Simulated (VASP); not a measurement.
# TiB2 (P6/mmm) in VASP: a series of runs

The runs below take TiB2 through relaxation of shape and atoms at fixed volume, relaxation of cell and atoms, with PBEsol.

Everything below comes from runs of VASP 6.6.1. Logs are shortened: lines on timing, memory, paths and dates and some standing lists are left out, and cuts for length are marked.

## 1. The cell of the first run

It takes space group P6/mmm (No. 191, hexagonal). Conventional cell: a = 2.931 Å, b = 2.931 Å, c = 3.072 Å, α = 90.00°, β = 90.00°, γ = 120.00°. Ti (site symmetry 6/mmm) has 12 B at 2.29 Å and 6 Ti at 2.93 Å within 3.0 Å. Within 2.3 Å of B (site symmetry -6m2) lie 3 B at 1.69 Å and 6 Ti at 2.29 Å.

## 2. Relaxation of shape and atoms at fixed volume, PBEsol (volume scaled by 0.91)

INCAR

```
PREC = Accurate ; ENCUT = 600
EDIFF = 1E-6 ; ISMEAR = 0
SIGMA = 0.1 ; LREAL = F
LASPH = T ; NELM = 100
ALGO = Normal ; ISIF = 4
LWAVE = F ; LCHARG = F
GGA = PS ; IBRION = 2
NSW = 50 ; EDIFFG = -0.01
```

KPOINTS

```
regular mesh
0
Gamma
  18 18 14
```

POSCAR

```
TiB2
1.0
    2.9312046090      0.0000000000      0.0000000000
   -1.4656023045      2.5384976551      0.0000000000
    0.0000000000      0.0000000000      3.0716930677
Ti B
1 2
Direct
    0.0000000000      0.0000000000      0.0000000000
    0.3333333333      0.6666666667      0.5000000000
    0.6666666667      0.3333333333      0.5000000000
```

Potentials or basis: VASP PAW PBE potentials, release 64 (Ti_sv, B).

On the command line:

```console
$ cat potpaw_PBE.64/Ti_sv/POTCAR potpaw_PBE.64/B/POTCAR > POTCAR
$ mpirun -np 1 vasp_std > vasp.out
```

OUTCAR:

```text
PREC = Accurate
   ENCUT = 600
   EDIFF = 1E-6
   ISMEAR = 0
   LREAL = F
   LASPH = T
   NELM = 100
   ISIF = 4
   GGA = PS
   IBRION = 2
   NSW = 50
   EDIFFG = -0.01

 ion  position               nearest neighbor table
   1  0.000  0.000  0.000-   2 2.29   3 2.29   2 2.29   3 2.29   3 2.29   3 2.29   2 2.29   2 2.29
                             3 2.29   3 2.29   2 2.29   2 2.29
   2  0.333  0.667  0.500-   3 1.69   3 1.69   3 1.69   1 2.29   1 2.29   1 2.29   1 2.29   1 2.29
                             1 2.29
   3  0.667  0.333  0.500-   2 1.69   2 1.69   2 1.69   1 2.29   1 2.29   1 2.29   1 2.29   1 2.29
                             1 2.29

  LATTYP: Found a hexagonal cell.
 ALAT       =     2.9312046090
 C/A-ratio  =     1.0479285746

  Lattice vectors:

 A1 = (   2.9312046090,   0.0000000000,   0.0000000000)
 A2 = (  -1.4656023045,   2.5384976551,   0.0000000000)
 A3 = (   0.0000000000,   0.0000000000,   3.0716930677)

Analysis of symmetry for initial positions (statically):
=====================================================================
 Subroutine PRICEL returns:
 Original cell was already a primitive cell.

 Routine SETGRP: Setting up the symmetry group for a
 hexagonal supercell.

 Subroutine GETGRP returns: Found 24 space group operations
 (whereof 24 operations were pure point group operations)
 out of a pool of 24 trial point group operations.

The static configuration has the point symmetry D_6h.

Analysis of symmetry for dynamics (positions and initial velocities):
=====================================================================
 Subroutine PRICEL returns:
 Original cell was already a primitive cell.

 Routine SETGRP: Setting up the symmetry group for a
 hexagonal supercell.

 Subroutine GETGRP returns: Found 24 space group operations
 (whereof 24 operations were pure point group operations)
 out of a pool of 24 trial point group operations.

The dynamic configuration has the point symmetry D_6h.

 Subroutine INISYM returns: Found 24 space group operations
 (whereof 24 operations are pure point group operations),
 and found     1 'primitive' translations

----------------------------------------------------------------------------------------

                                     Primitive cell

  volume of cell :      22.8560

  direct lattice vectors                    reciprocal lattice vectors
     2.931204609  0.000000000  0.000000000     0.341156669  0.196966895  0.000000000
    -1.465602304  2.538497655  0.000000000     0.000000000  0.393933789  0.000000000
     0.000000000  0.000000000  3.071693068     0.000000000  0.000000000  0.325553360

  length of vectors
     2.931204609  2.931204609  3.071693068     0.393933789  0.393933789  0.325553360

  position of ions in fractional coordinates (direct lattice)
     0.000000000  0.000000000  0.000000000
     0.333333333  0.666666667  0.500000000
     0.666666667  0.333333333  0.500000000

  ion indices of the primitive-cell ions
   primitive index   ion index
                 1           1
                 2           2
                 3           3

----------------------------------------------------------------------------------------

 KPOINTS: regular mesh

Automatic generation of k-mesh.
 Grid dimensions read from file:
 generate k-points for:   18   18   14

 Generating k-lattice:

  Cartesian coordinates                     Fractional coordinates (reciprocal lattice)
     0.018953148  0.010942605  0.000000000     0.055555556  0.000000000  0.000000000
     0.000000000  0.021885211  0.000000000     0.000000000  0.055555556  0.000000000
     0.000000000  0.000000000  0.023253811     0.000000000  0.000000000  0.071428571

  Length of vectors
     0.021885211  0.021885211  0.023253811

  Shift w.r.t. Gamma in fractional coordinates (k-lattice)
     0.000000000  0.000000000  0.000000000

 Subroutine IBZKPT returns following result:
 ===========================================

 Found    296 irreducible k-points:

 Following reciprocal coordinates:
            Coordinates               Weight
  0.000000  0.000000  0.000000      1.000000
  0.055556  0.000000  0.000000      6.000000
  0.111111  0.000000  0.000000      6.000000
  0.166667  0.000000  0.000000      6.000000
  0.222222  0.000000  0.000000      6.000000
  0.277778  0.000000  0.000000      6.000000
[... 16 lines left out ...]
  0.333333  0.111111  0.000000     12.000000
  0.388889  0.111111  0.000000     12.000000
 [... further k-points ...]
   k-points           NKPTS =    296   k-points in BZ     NKDIM =    296   number of bands    NBANDS=     13
   number of dos      NEDOS =    301   number of ions     NIONS =      3
   total plane-waves  NPLWV =  16128
   dimension x,y,z NGX =    24 NGY =   24 NGZ =   28
   dimension x,y,z NGXF=    48 NGYF=   48 NGZF=   56
   ions per type =               1   2
   NGX,Y,Z   is equivalent  to a cutoff of  13.61, 13.61, 15.15 a.u.
   NGXF,Y,Z  is equivalent  to a cutoff of  27.22, 27.22, 30.31 a.u.
 SYSTEM =  unknown system
   PREC   = accura    normal or accurate (medium, high low for compatibility)
   ISTART =      0    job   : 0-new  1-cont  2-samecut
   ICHARG =      2    charge: 1-file 2-atom 10-const
   ISPIN  =      1    spin polarized calculation?
   LNONCOLLINEAR =      F non collinear calculations
   LSORBIT =      F    spin-orbit coupling
   LASPH  =      T    aspherical Exc in radial PAW
   ENCUT  =  600.0 eV  44.10 Ry    6.64 a.u.   5.85  5.85  6.13*2*pi/ulx,y,z
   NELM   =    100;   NELMIN=  2; NELMDL= -5     # of ELM steps
   EDIFF  = 0.1E-05   stopping-criterion for ELM
   LREAL  =      F    real-space projection
   EDIFFG = -.1E-01   stopping-criterion for IOM
   NSW    =     50    number of steps for IOM
   IBRION =      2    ionic relax: 0-MD 1-quasi-New 2-CG
   NFREE  =      1    steps in history (QN), initial steepest desc. (CG)
   ISIF   =      4    stress and relaxation
   ISYM   =      2    0-nonsym 1-usesym 2-fastsym
   POTIM  = 0.5000    time-step for ionic-motion
   TEBEG  =    0.0;   TEEND  =   0.0 temperature during run
   PSTRESS=    0.0 pullay stress
   NELECT =      18.0000    total number of electrons
   NUPDOWN=      -1.0000    fix difference up-down
   EMIN   =  10.00;   EMAX   =-10.00  energy-range for DOS
   EFERMI =   0.00;   METHOD = LEGACY
   ISMEAR =     0;   SIGMA  =   0.10  broadening in eV -4-tet -1-fermi 0-gaus
   EFERMI_NEDOS =   21; number of points for ismear=-14 and -15
   IALGO  =     38    algorithm
   IMIX   =      4    mixing-type and parameters
     AMIX     =   0.40;   BMIX     =  1.00
     AMIX_MAG =   1.60;   BMIX_MAG =  1.00
  volume/ion in A,a.u.               =       7.62        51.41
  Fermi-wavevector in a.u.,A,eV,Ry     =   1.511815  2.856917 31.097282  2.285586
  Thomas-Fermi vector in A             =   2.621822
   LORBIT       =      0    0 simple, 1 ext, 2 COOP (PROOUT), +10 PAW based schemes
   GGA     = PS    functional components
   LHFCALC =     F    Hartree Fock is set to
   AEXX    =    0.0000 exact exchange contribution
   IVDW    =     0    specifies the selected vdW correction
   LEPSILON=     F    determine dielectric tensor
   LRPA    =     F    only Hartree local field effects (RPA)
 conjugate gradient relaxation of ions
 non-spin polarized calculation
 Gauss-broadening in eV      SIGMA  =   0.10
  energy-cutoff  :      600.00
  volume of cell :       22.86
 maximum number of plane-waves:       776
 NGX is ok and might be reduce to    24
   NGX = 11   NGY = 11   NGZ = 13

--------------------------------------- Ionic step        1  -------------------------------------------

 number of electron      17.9999998 magnetization

 Free energy of the ion-electron system (eV)
  ---------------------------------------------------
  ext. energy  EPLUGINS =         0.00000000
  ---------------------------------------------------
  free energy    TOTEN  =       -25.59389569 eV

  energy without entropy =      -25.59228444  energy(sigma->0) =      -25.59309007

------------------------ aborting loop because EDIFF is reached ----------------------------------------

  FORCE on cell =-STRESS in cart. coord.  units (eV):
  Direction    XX          YY          ZZ          XY          YZ          ZX
  --------------------------------------------------------------------------------------
  -------------------------------------------------------------------------------------
  Total        4.4256258      4.4256258      4.1205129      0.0000000     -0.0000000      0.0000000
  in kB      310.2305412    310.2305412    288.8425310      0.0000000     -0.0000000      0.0000000
  external PRESSURE =     303.1012045 kB  Pullay stress =       0.0000000 kB

 VOLUME and BASIS-vectors are now :
 -----------------------------------------------------------------------------
  energy-cutoff  :      600.00
  volume of cell :       22.86
      direct lattice vectors                 reciprocal lattice vectors
     2.931204609  0.000000000  0.000000000     0.341156669  0.196966895  0.000000000
    -1.465602304  2.538497655  0.000000000     0.000000000  0.393933789  0.000000000
     0.000000000  0.000000000  3.071693068     0.000000000  0.000000000  0.325553360

 POSITION                                       TOTAL-FORCE (eV/Angst)
 -----------------------------------------------------------------------------------
      0.00000      0.00000      0.00000        -0.000000      0.000000      0.000000
     -0.00000      1.69233      1.53585         0.000000      0.000000      0.000000
      1.46560      0.84617      1.53585        -0.000000      0.000000      0.000000
 -----------------------------------------------------------------------------------
    total drift:                               -0.000000      0.000000     -0.000000

  FREE ENERGIE OF THE ION-ELECTRON SYSTEM (eV)
  ---------------------------------------------------
  free  energy   TOTEN  =       -25.5938956928 eV

  energy  without entropy=      -25.5922844446  energy(sigma->0) =      -25.59309007

--------------------------------------- Ionic step        2  -------------------------------------------

 number of electron      17.9999999 magnetization

 Free energy of the ion-electron system (eV)
  ---------------------------------------------------
  ext. energy  EPLUGINS =         0.00000000
  ---------------------------------------------------
  free energy    TOTEN  =       -25.59432760 eV

  energy without entropy =      -25.59271100  energy(sigma->0) =      -25.59351930

 E-fermi :  11.2434     XC(G=0): -13.4433

 val. band max:       11.2396857272   @ k =   0.0556   0.0000   0.4286
 cond. band min:      11.2706228559   @ k =   0.0556   0.0556   0.2857
 fundamental gap:      0.0309371287
 Fermi energy:        11.2434170017

 k-point     1 :       0.0000    0.0000    0.0000
  band No.  band energies     occupation
      1     -45.1666      2.00000
      2     -21.6356      2.00000
      3     -21.2651      2.00000
      4     -21.2651      2.00000
      5      -2.8400      2.00000
      6       8.2061      2.00000
      7       8.2061      2.00000
      8       8.8203      2.00000
      9       9.1644      2.00000
     10      13.4822      0.00000
     11      13.4822      0.00000
     12      15.6270      0.00000
     13      15.6270      0.00000

 k-point     2 :       0.0556    0.0000    0.0000
  band No.  band energies     occupation
      1     -45.1640      2.00000
      2     -21.6325      2.00000
      3     -21.2837      2.00000
      4     -21.2693      2.00000
      5      -2.7750      2.00000
      6       8.0345      2.00000
      7       8.2038      2.00000
      8       8.8512      2.00000
      9       9.0901      2.00000
     10      13.4612      0.00000
     11      13.6147      0.00000
[... 339 lines left out ...]
 k-point    24 :       0.3889    0.1111    0.0000
  band No.  band energies     occupation
      1     -45.0809      2.00000
      2     -21.8194      2.00000
      3     -21.5318      2.00000
      4     -21.4403      2.00000
      5       0.8827      2.00000
      6       2.5905      2.00000
      7       6.4410      2.00000
      8       7.9846      2.00000
      9       9.8954      2.00000
     10      11.8715      0.00000
     11      13.8682      0.00000
     12      14.7983      0.00000
     13      16.3042      0.00000

 [... further k-points ...]
[... 5 lines left out ...]
  --------------------------------------------------------------------------------------
  -------------------------------------------------------------------------------------
  Total        4.2816684      4.2816684      4.3201893      0.0000000     -0.0000000     -0.0000000
  in kB      300.1393204    300.1393205    302.8395845      0.0000000     -0.0000000     -0.0000000
  external PRESSURE =     301.0394085 kB  Pullay stress =       0.0000000 kB

 VOLUME and BASIS-vectors are now :
 -----------------------------------------------------------------------------
  energy-cutoff  :      600.00
  volume of cell :       22.86
      direct lattice vectors                 reciprocal lattice vectors
     2.936006441  0.000000000  0.000000000     0.340598708  0.196644756  0.000000000
    -1.468003221  2.542656164 -0.000000000    -0.000000000  0.393289511  0.000000000
     0.000000000 -0.000000000  3.061653789    -0.000000000  0.000000000  0.326620862

 POSITION                                       TOTAL-FORCE (eV/Angst)
 -----------------------------------------------------------------------------------
      2.93601      0.00000      0.00000         0.000000      0.000000      0.000000
     -0.00000      1.69510      1.53083        -0.000000      0.000000     -0.000000
      1.46800      0.84755      1.53083         0.000000     -0.000000      0.000000
 -----------------------------------------------------------------------------------
    total drift:                                0.000000      0.000000     -0.000000

  FREE ENERGIE OF THE ION-ELECTRON SYSTEM (eV)
  ---------------------------------------------------
  free  energy   TOTEN  =       -25.5943275996 eV

  energy  without entropy=      -25.5927110044  energy(sigma->0) =      -25.59351930

 reached required accuracy - stopping structural energy minimisation
```

It took 76 s on 1 thread of Intel Xeon 6975P-C, shared host; peak memory 0.24 GiB.

Results:

| Property | Result |
| --- | --- |
| Free energy | -25.5943 eV |
| Energy gained by relaxing | 0.1 meV/atom |
| Ionic steps | 2 |
| Pressure after relaxing | 30.1 GPa |
| Band gap on the k mesh | zero (band 9 reaches 11.58 eV, above the bottom of band 10 at 10.85 eV) |

Step by step:
```csv
step,energy change (eV),largest force (eV/Å),pressure (GPa),volume (Å³)
1,0.0000,0.0000,30.31,22.86
2,-0.0004,0.0000,30.10,22.86
```

Final structure:
```
Ti B
1.0
     2.93601    0.00000    0.00000
    -1.46800    2.54266    0.00000
     0.00000    0.00000    3.06165
Ti B
1 2
Direct
  0.00000 0.00000 0.00000
  0.33333 0.66667 0.50000
  0.66667 0.33333 0.50000
```

Levels at points of the mesh, in eV from the Fermi level:
```
           k point  band 5  band 6  band 7  band 8  band 9  band 10  band 11  band 12  band 13
(0.00, 0.00, 0.00)  -14.08   -3.04   -3.04   -2.42   -2.08     2.24     2.24     4.38     4.38
(0.50, 0.00, 0.00)   -9.95   -9.40   -3.49   -3.44   -2.65     1.60     3.14     3.74     3.84
(0.00, 0.00, 0.50)  -11.67   -8.09   -0.63   -0.63   -0.39    -0.39     0.46     0.46     2.21
(0.50, 0.00, 0.50)  -10.26   -7.70   -5.19   -4.29   -3.18     3.08     3.39     5.45     5.52
```

Caveat: the cell differs from its parent crystal (volume scaled by 0.91); the PAW data sets were made with another functional, which shifts forces and pressure a little.

## 3. Relaxation of shape and atoms at fixed volume, PBEsol (volume scaled by 0.94)

INCAR

```
ALGO = Normal
EDIFF = 1E-6
EDIFFG = -0.01
ENCUT = 600
GGA = PS
IBRION = 2
ISIF = 4
ISMEAR = 0
LASPH = T
LCHARG = F
LREAL = F
LWAVE = F
NELM = 100
NSW = 50
PREC = Accurate
SIGMA = 0.1
```

KPOINTS

```
k-points
0
Gamma
  18 18 14
```

POSCAR

```
TiB2
1.0
    2.9594600182      0.0000000000      0.0000000000
   -1.4797300091      2.5629675573      0.0000000000
    0.0000000000      0.0000000000      3.1126593527
Ti B
1 2
Direct
    0.0000000000      0.0000000000      0.0000000000
    0.3333333333      0.6666666667      0.5000000000
    0.6666666667      0.3333333333      0.5000000000
```

Potentials or basis: VASP PAW PBE potentials, release 64 (Ti_sv, B).

On the command line:

```console
$ cat potpaw_PBE.64/Ti_sv/POTCAR potpaw_PBE.64/B/POTCAR > POTCAR
$ mpirun -np 1 vasp_std > vasp.out
```

Run time: 80 s. Hardware: 1 thread of Intel Xeon 6975P-C, shared host; peak memory 0.24 GiB.

The run converged. Its results:

| Item | Value |
| --- | --- |
| Free energy | -25.7091 eV |
| Energy gained by relaxing | 0.1 meV/atom |
| Ionic steps | 2 |
| Pressure after relaxing | 18.7 GPa |
| Band gap on the k mesh | zero (band 9 reaches 11.21 eV, above the bottom of band 10 at 10.52 eV) |

Stress tensor (GPa, compression positive):
```
18.60  0.00  0.00
 0.00 18.60  0.00
 0.00  0.00 18.80
```

The path:
```
step  energy change (eV)  largest force (eV/Å)  pressure (GPa)  volume (Å³)
   1              0.0000                0.0000           18.83        23.61
   2             -0.0004                0.0000           18.66        23.61
```

Final structure:
```yaml
crystal:
  lattice:
    - [2.96399, 0.00000, 0.00000]
    - [-1.48200, 2.56689, 0.00000]
    - [0.00000, 0.00000, 3.10315]
  atoms:
    - { symbol: Ti, position: [0.00000, 0.00000, 0.00000] }
    - { symbol: B, position: [0.33333, 0.66667, 0.50000] }
    - { symbol: B, position: [0.66667, 0.33333, 0.50000] }
```

Levels at points of the mesh, in eV from the Fermi level:
| k point | band 6 | band 7 | band 8 | band 9 | band 10 | band 11 | band 12 | band 13 |
| --- | --- | --- | --- | --- | --- | --- | --- | --- |
| (0.00, 0.00, 0.00) | -2.93 | -2.93 | -2.35 | -2.14 | 2.13 | 2.13 | 4.18 | 4.18 |
| (0.50, 0.00, 0.00) | -9.36 | -3.44 | -3.37 | -2.56 | 1.51 | 3.01 | 3.58 | 3.71 |
| (0.00, 0.00, 0.50) | -7.97 | -0.62 | -0.62 | -0.35 | -0.35 | 0.45 | 0.45 | 2.06 |
| (0.50, 0.00, 0.50) | -7.66 | -5.05 | -4.17 | -3.19 | 2.91 | 3.24 | 5.20 | 5.22 |

Caveat: the cell differs from its parent crystal (volume scaled by 0.94); the PAW data sets were made with another functional, which shifts forces and pressure a little.

(Part 1 of 2 ends here.)
